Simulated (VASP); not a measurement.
Crystal: AlN.

```
CELL_PARAMETERS angstrom
3.12976 0.00000 0.00000
-1.56488 2.71045 0.00000
0.00000 0.00000 5.01740
ATOMIC_POSITIONS crystal
Al 0.66710 0.33293 0.50002
Al 0.33293 0.66710 0.00002
N 0.66392 0.33604 0.87998
N 0.33604 0.66392 0.37998
```

Base run:

* Program: VASP 6.6.1
* Functional: r2SCAN
* Potentials or basis: VASP PAW PBE potentials, release 64 (Al, N)
* Cutoff: 660 eV
* k mesh: 10 × 10 × 6
* Occupations: fermi-dirac, width 0.01 eV
* Spin: no spin polarisation

Its results: band gap on the k mesh 4.74 eV; pressure -4.9 GPa; largest force 0.232 eV/Å.

Q: The run is repeated on the same cell with these changes: functional from r2SCAN to LDA; potentials or basis from VASP PAW PBE potentials, release 64 (Al, N) to VASP PAW LDA potentials, release 64 (Al, N); cutoff from 660 eV to 600 eV. What comes out?

A: Band gap on the k mesh 4.09 eV; pressure -7.6 GPa; largest force 0.221 eV/Å.

Caveats: the cell stands under tension; the PAW data sets were made with another functional, which shifts forces and pressure a little (at least some runs).

A k mesh can miss the band edges.
